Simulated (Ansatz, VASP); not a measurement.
One calculation of H, two programs

```xyz
2
Lattice="5.0603 0.0000 0.0000 -2.5302 4.3824 0.0000 0.0000 0.0000 4.5599" Properties=species:S:1:pos:R:3 pbc="T T T"
H     0.0000    2.9216    1.1400
H     2.5302    1.4608    3.4199
```

Alike in both runs: task single point; functional PBE; k mesh 6 × 6 × 6; occupations gaussian, width 0.05 eV; collinear spin.

|  | VASP | Ansatz |
| --- | --- | --- |
| version | VASP 6.6.1 | Ansatz 0.2.0 |
| potentials or method | VASP PAW PBE potentials, release 64 (H), cutoff 520 eV | scalar-relativistic, plane waves, PAW |
| valence electrons in the cell | 2 | 2 |

```tsv
	VASP	Ansatz	Ansatz less VASP
gap on the k mesh at the Fermi level (eV)	6.87	6.87	+0.001
least direct gap on the mesh (eV)	7.35	7.35	+0.001
pressure (GPa)	0.0	0.1	+0.03
net moment per atom (μB)	1.00	1.00	0.000
size of the moment on the site where the two differ most (μB)	0.38	0.94	+0.563
```

Site moments also hang on the region over which each program counts them. Ansatz's warnings: nearly empty spin channel levels not settled, published levels not confirmed.
